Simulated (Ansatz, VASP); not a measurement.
One calculation of HfB2, two programs

Contents of INCAR:

```
  ALGO = Normal
  EDIFF = 1E-6
  ENCUT = 500
  GGA = PE
  GGA_COMPAT = F
  ISIF = 2
  ISMEAR = 0
  LASPH = T
  LCHARG = F
  LREAL = F
  LWAVE = F
  NBANDS = 15
  NELM = 120
  PREC = Accurate
  SIGMA = 0.1
```

Contents of KPOINTS:

```
k-points
0
Gamma
  9 9 8
```

Contents of POSCAR:

```
HfB2
1.0
    3.1534259076      0.0000000000      0.0000000000
   -1.5767129538      2.7309469449      0.0000000000
    0.0000000000      0.0000000000      3.5022558138
Hf B
1 2
Direct
    0.0000000000      0.0000000000      0.0000000000
    0.3333333333      0.6666666667      0.5000000000
    0.6666666667      0.3333333333      0.5000000000
```

Input for Ansatz:

```yaml
crystal:
  lattice:
    - [3.1534259076, 0.0, 0.0]
    - [-1.5767129538, 2.7309469449, 0.0]
    - [0.0, 0.0, 3.5022558138]
  atoms:
    - { symbol: Hf, position: [0.0, 0.0, 0.0] }
    - { symbol: B, position: [0.3333333333, 0.6666666667, 0.5] }
    - { symbol: B, position: [0.6666666667, 0.3333333333, 0.5] }
basis:
  ecutwfc: 420
kpoints:
  mp_grid: { grid: [9, 9, 8] }
hamiltonian:
  xc: pbe
scf:
  occupations: { method: gaussian, width: 0.1 }
output:
  forces: true
  stress: true
  eigenvalues: true
```

Alike in both runs: task single point; functional PBE; k mesh 9 × 9 × 8; occupations gaussian, width 0.1 eV; no spin polarisation.

|  | VASP | Ansatz |
| --- | --- | --- |
| version | VASP 6.6.1 | Ansatz 0.2.0 |
| potentials or method | VASP PAW PBE potentials, release 64 (Hf_pv, B), cutoff 500 eV | scalar-relativistic, plane waves, PAW |
| valence electrons in the cell | 16 | 32 |

VASP gave:

| Item | Value |
| --- | --- |
| gap on the k mesh at the Fermi level (eV) | none |
| pressure (GPa) | -2.6 |
| traceless stress, the component that is largest in VASP (GPa) | -0.14 |

**Question.** What did Ansatz give for the same quantities?

**Answer.** gap on the k mesh at the Fermi level (eV): none; pressure (GPa): -2.2; traceless stress, the component that is largest in VASP (GPa): -0.34.

A gap of «none» marks a metal or a gap that the smearing closes. VASP's potentials hold 16 valence electrons a cell and Ansatz's 32, so a difference there can come from the potentials and not from the codes.

Spin-orbit coupling is off throughout.
